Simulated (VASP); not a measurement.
Here is a VASP 6.6.1 calculation.

INCAR

```
PREC = Accurate ; ENCUT = 520
EDIFF = 1E-6 ; ISMEAR = 0
SIGMA = 0.1 ; LREAL = F
LASPH = T ; NELM = 100
ALGO = Normal ; ISIF = 2
LWAVE = F ; LCHARG = F
GGA = PE ; NBANDS = 40
```

The input KPOINTS:

```
regular mesh
0
Gamma
  4 4 4
```

POSCAR

```
InGa3P2
1.0
    4.2564840900      0.0000000000      0.0000000000
    0.0000000000      4.2564840900      0.0000000000
    0.0000000000      0.0000000000      7.2926049300
In Ga P
1 3 2
Direct
    0.0000000000      0.0000000000      0.5448900400
    0.0000000000      0.5000000000      0.9658646900
    0.5000000000      0.0000000000      0.9658646900
    0.0000000000      0.0000000000      0.1409716100
    0.5000000000      0.5000000000      0.2278785100
    0.5000000000      0.5000000000      0.9197550200
```

Potentials or basis: VASP PAW PBE potentials, release 64 (In_d, Ga_d, P).

Run with:

```console
$ cat potpaw_PBE.64/In_d/POTCAR potpaw_PBE.64/Ga_d/POTCAR potpaw_PBE.64/P/POTCAR > POTCAR
$ mpirun -np 1 vasp_std > vasp.out
```

Problem. What does it give for the pressure?

Solution. 16.8 GPa.

Problem. What does it give for the largest force?

Solution. 2.550 eV/Å.

Problem. Estimate the band gap on the k mesh.

Solution. Zero (bands 31 and 32 overlap by 1.51 eV).

Forces in eV/Å, atoms in the order of the input:
```
In   0.000  0.000 -0.230
Ga   0.000  0.000 -0.292
Ga   0.000  0.000 -0.292
Ga   0.000  0.000  2.550
P    0.000  0.000 -0.362
P    0.000  0.000 -1.375
```

Caveat: the k points lie up to 0.37 Å⁻¹ apart, too coarse for converged energies and pressures of a metal; spin-orbit coupling is left out, which moves the levels of the heavy elements; forces of over 1 eV/Å act on the atoms, so gaps and moduli don't describe the material at rest.
